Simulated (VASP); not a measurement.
A run of VASP 6.6.1:

File POSCAR:

```
ZnSe
1.0
    0.0000000000      2.8338000000      2.8338000000
    2.8338000000      0.0000000000      2.8338000000
    2.8338000000      2.8338000000      0.0000000000
Se Zn
1 1
Direct
    0.7500000000      0.7500000000      0.7500000000
    0.0000000000      0.0000000000      0.0000000000
```

The input INCAR.step1:

```
SYSTEM = ZnSe
ALGO = Normal
EDIFF = 1E-5
ENCUT = 550
GGA = PE
GGA_COMPAT = .False.
ISMEAR = -5
LASPH = .True.
LCHARG = .False.
LREAL = .False.
LWAVE = .True.
NBANDS = 16
NELM = 120
PREC = Accurate
SIGMA = 0.05
```

Contents of INCAR.step2:

```
SYSTEM = ZnSe
ALGO = Normal
BPARAM = 11.95
CPARAM = 0.0093
EDIFF = 1E-6
ENCUT = 550
GGA_COMPAT = .False.
ISIF = 2
ISMEAR = -5
ISTART = 1
IVDW_NL = 2
LASPH = .True.
LCHARG = .False.
LMIXTAU = .True.
LREAL = .False.
LUSE_VDW = .True.
LWAVE = .False.
METAGGA = R2SCAN
NBANDS = 16
NELM = 120
PREC = Accurate
SIGMA = 0.05
```

The input KPOINTS:

```
k-points
0
Gamma
  8 8 8
  0 0 0
```

Potentials or basis: VASP PAW PBE potentials, release 64 (Se, Zn).

Run with:

```sh
$ cat potpaw_PBE.64/Se/POTCAR potpaw_PBE.64/Zn/POTCAR > POTCAR
$ cp INCAR.step1 INCAR
$ mpirun -np 1 vasp_std > vasp.out
$ cp INCAR.step2 INCAR
$ mpirun -np 1 vasp_std > vasp.out
```

Hardware: 1 thread of Intel(R) Xeon(R) 6975P-C (Granite Rapids) (shared host).

How long does it take, and how much memory?

Run time: 75 s on 1 thread of Intel(R) Xeon(R) 6975P-C (Granite Rapids) (shared host), peak memory 0.32 GiB. Counts: k points 29.
